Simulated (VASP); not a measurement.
Input of a VASP 6.6.1 run:

File INCAR:

```
SYSTEM = Zn3SeS2
  PREC = Accurate
  ENCUT = 520
  EDIFF = 1E-6
  ISMEAR = 0
  SIGMA = 0.1
  LREAL = .False.
  LASPH = .True.
  NELM = 60
  ALGO = Normal
  ISIF = 2
  LWAVE = .False.
  LCHARG = .False.
  GGA = PE
  NBANDS = 66
```

Contents of KPOINTS:

```
regular mesh
0
Gamma
  6 6 1
  0 0 0
```

The input POSCAR:

```
Zn3SeS2
1.0
    3.9156019894     -0.0002698342     -0.0000028048
   -1.9580509391      3.3923394418     -0.0001976116
    0.0000252901     -0.0011120860     19.2238345932
Zn Se S
6 2 4
Direct
   -0.0002433318      0.0000334162      0.0051771396
   -0.0000994075     -0.0004202606      0.5051864323
    0.3349539421      0.6685240536      0.1667526807
    0.6651799299      0.3320065101      0.6667606893
    0.6679256907      0.3346501452      0.3284943072
    0.3323176527      0.6652386581      0.8285062887
    0.6667236806      0.3330893565      0.4573850874
    0.3329790634      0.6665515230      0.9573854962
    0.0015903621      0.0018171695      0.1276507568
   -0.0015067932     -0.0014275433      0.6276627828
    0.3346045350      0.6680548053      0.2895150491
    0.6655746758      0.3318821665      0.7895212897
```

Potentials or basis: VASP PAW PBE potentials, release 64 (Zn, Se, S).

The run is started by

```sh
$ cat potpaw_PBE.64/Zn/POTCAR potpaw_PBE.64/Se/POTCAR potpaw_PBE.64/S/POTCAR > POTCAR
$ mpirun -np 1 vasp_std > vasp.out
```

(1) What does it give for the band gap on the k mesh?

(2) Predict the largest force.

Results:

(1) 1.44 eV.

(2) 0.015 eV/Å.
